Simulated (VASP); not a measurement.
Wanted: the native input for a VASP 6.6.1 run.

| Property | Result |
| --- | --- |
| Task | relaxation of cell and atoms |
| Functional | PBEsol |
| Potentials or basis | VASP PAW PBE potentials, release 64 (Li_sv, Se) |
| Cutoff | 750 eV |
| k mesh | 12 × 12 × 12 |
| Occupations | fermi-dirac, width 0.05 eV |
| Spin | no spin polarisation |
| Dipole correction | no |
| Further INCAR settings | ALGO = Normal; EDIFF = 1e-07; IBRION = 2; EDIFFG = -0.002; NSW = 100; ISIF = 3 |

The structure of Li2Se lies in POSCAR:

```
Li2Se
1.0
    3.0025000000      3.0025000000      0.0000000000
   -3.0025000000      3.0025000000      0.0000000000
    0.0000000000      3.0025000000      3.0025000000
Li Se
2 1
Direct
    0.2500000000      0.7500000000      0.5000000000
    0.7500000000      0.2500000000      0.5000000000
    0.0000000000      0.0000000000      0.0000000000
```

One way to write it, as run:

INCAR

```
SYSTEM = Li2Se
ALGO = Normal
EDIFF = 1E-7
EDIFFG = -0.002
ENCUT = 750
GGA = PS
GGA_COMPAT = .False.
IBRION = 2
ISIF = 3
ISMEAR = -1
LASPH = .True.
LCHARG = .False.
LREAL = .False.
LWAVE = .False.
NELM = 120
NELMIN = 4
NSW = 100
PREC = Accurate
SIGMA = 0.05
```

KPOINTS

```
k-points
0
Gamma
  12 12 12
  0 0 0
```

Potentials or basis: VASP PAW PBE potentials, release 64 (Li_sv, Se).

Launch:

```sh
$ cat potpaw_PBE.64/Li_sv/POTCAR potpaw_PBE.64/Se/POTCAR > POTCAR
$ mpirun -np 1 vasp_std > vasp.out
```

Results of the run:

```json
{
  "Relaxed volume": "17.52 Å³/atom",
  "Relaxed cell": "a = 4.205 Å, b = 4.205 Å, c = 4.205 Å, α = 60.00°, β = 60.00°, γ = 90.00°",
  "Space group after relaxing (to 0.1 Å)": "Fm-3m (No. 225)",
  "Energy gained by relaxing": "1.7 meV/atom",
  "Ionic steps": "3",
  "Pressure after relaxing": "0.0 GPa",
  "Band gap on the k mesh": "2.81 eV (least direct gap 3.36 eV)"
}
```

Caveat: the PAW data sets were made with another functional, which shifts forces and pressure a little.

Run time: 110 s on 1 thread of AMD EPYC 9R45 96-Core Processor (Zen 5), on a shared host, peak memory 0.25 GiB.
